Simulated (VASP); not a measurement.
Wanted: the native input for a VASP 6.6.1 run.

- Task: single point
- Functional: PBE
- Potentials or basis: VASP PAW PBE potentials, release 64 (Pb_d, O)
- Cutoff: 520 eV
- k mesh: 9 × 9 × 5
- Occupations: fermi-dirac, width 0.05 eV
- Spin: no spin polarisation
- Dipole correction: no
- Further INCAR settings: ALGO = Normal; EDIFF = 1e-06; NBANDS = 28

The structure of PbO (NiAs type) lies in POSCAR:

```
PbO
1.0
    3.4388394648      0.0000000000      0.0000000000
   -1.7194197324      2.9781223361      0.0000000000
    0.0000000000      0.0000000000      6.3984900008
Pb O
2 2
Direct
    0.0000000000      0.0000000000      0.0000000000
    0.0000000000      0.0000000000      0.5000000000
    0.3333333333      0.6666666667      0.2500000000
    0.6666666667      0.3333333333      0.7500000000
```

One way to write it, as run:

INCAR

```
PREC = Accurate
ENCUT = 520
EDIFF = 1E-6
ISMEAR = -1
SIGMA = 0.05
LREAL = False
LASPH = True
NELM = 60
ALGO = Normal
ISIF = 2
LWAVE = False
LCHARG = False
GGA = PE
NBANDS = 28
```

KPOINTS

```
regular mesh
0
Gamma
  9 9 5
```

Potentials or basis: VASP PAW PBE potentials, release 64 (Pb_d, O).

Command:

```console
$ cat potpaw_PBE.64/Pb_d/POTCAR potpaw_PBE.64/O/POTCAR > POTCAR
$ mpirun -np 1 vasp_std > vasp.out
```

It gave:

```yaml
Pressure: 12.0 GPa
Band_gap_on_the_k_mesh: zero (band 20 reaches 8.03 eV, above the bottom of band 21 at 7.84 eV)
```

Caveat: spin-orbit coupling is left out, which moves the levels of the heavy elements.

It took 28 s on 1 thread of Intel(R) Xeon(R) 6975P-C (Granite Rapids) (shared host), peak memory 0.2 GiB.
